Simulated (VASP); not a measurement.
A run of VASP 6.6.1:

INCAR

```
SYSTEM = ScAl2N3
  PREC = Accurate
  ENCUT = 600
  EDIFF = 1E-6
  ISMEAR = 0
  SIGMA = 0.1
  LREAL = .FALSE.
  LASPH = .TRUE.
  NELM = 100
  ALGO = Normal
  ISIF = 3
  LWAVE = .FALSE.
  LCHARG = .FALSE.
  GGA = PE
  IBRION = 2
  NSW = 100
  EDIFFG = -0.01
```

File KPOINTS:

```
regular mesh
0
G
  12 12 10
  0 0 0
```

POSCAR

```
ScAl2N3
1.0
    4.6151690465      0.0000000000      0.0000000000
   -2.3075845233      3.9968536370      0.0000000000
    0.0000000000      0.0000000000      3.8540036759
Sc Al N
1 2 3
Direct
    0.0000000000      0.0000000000      0.5000000000
    0.3333333333      0.6666666667      0.0000000000
    0.6666666667      0.3333333333      0.0000000000
    0.0000000000      0.0000000000      0.0000000000
    0.3333333333      0.6666666667      0.5000000000
    0.6666666667      0.3333333333      0.5000000000
```

Potentials or basis: VASP PAW PBE potentials, release 64 (Sc_sv, Al, N).

Command:

```bash
$ cat potpaw_PBE.64/Sc_sv/POTCAR potpaw_PBE.64/Al/POTCAR potpaw_PBE.64/N/POTCAR > POTCAR
$ mpirun -np 1 vasp_std > vasp.out
```

Hardware: 1 thread of Intel(R) Xeon(R) Platinum 8488C (Sapphire Rapids) (shared host).

**Question.** Estimate the wall time of this run.

**Answer.** Run time: 5.5 min on 1 thread of Intel(R) Xeon(R) Platinum 8488C (Sapphire Rapids), on a shared host, peak memory 0.37 GiB. Counts: scf iterations 33, k points 114, ion steps 4.
